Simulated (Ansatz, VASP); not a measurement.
**One calculation of ZnS, two programs**

```
Zn S
1.0
     3.84672    0.00000    0.00000
    -1.92336    3.33136    0.00000
     0.00000    0.00000   12.59023
Zn S
4 4
Cartesian
  0.0000 0.0000 0.0006
  0.0000 0.0000 6.2957
  0.0000 2.2209 3.1479
  1.9234 1.1105 9.4430
  0.0000 0.0000 2.3580
  0.0000 0.0000 8.6531
  0.0000 2.2209 5.5099
  1.9234 1.1105 11.8050
```

Alike in both runs: task single point; functional PBE; k mesh 6 × 6 × 2; occupations gaussian, width 0.05 eV; no spin polarisation.

```csv
,VASP,Ansatz
version,VASP 6.6.1,Ansatz 0.2.0
potentials or method,"VASP PAW PBE potentials, release 64 (Zn, S), cutoff 520 eV","scalar-relativistic, plane waves, PAW"
valence electrons in the cell,72,72
```

VASP gave:

| Item | Value |
| --- | --- |
| gap on the k mesh at the Fermi level (eV) | 2.05 |
| least direct gap on the mesh (eV) | 2.05 |
| pressure (GPa) | 0.2 |

Q: Which values does Ansatz return?

A: gap on the k mesh at the Fermi level (eV): 2.05; least direct gap on the mesh (eV): 2.05; pressure (GPa): 0.0.

The functional is the same, so the differences come from potentials, cutoffs and numerics.
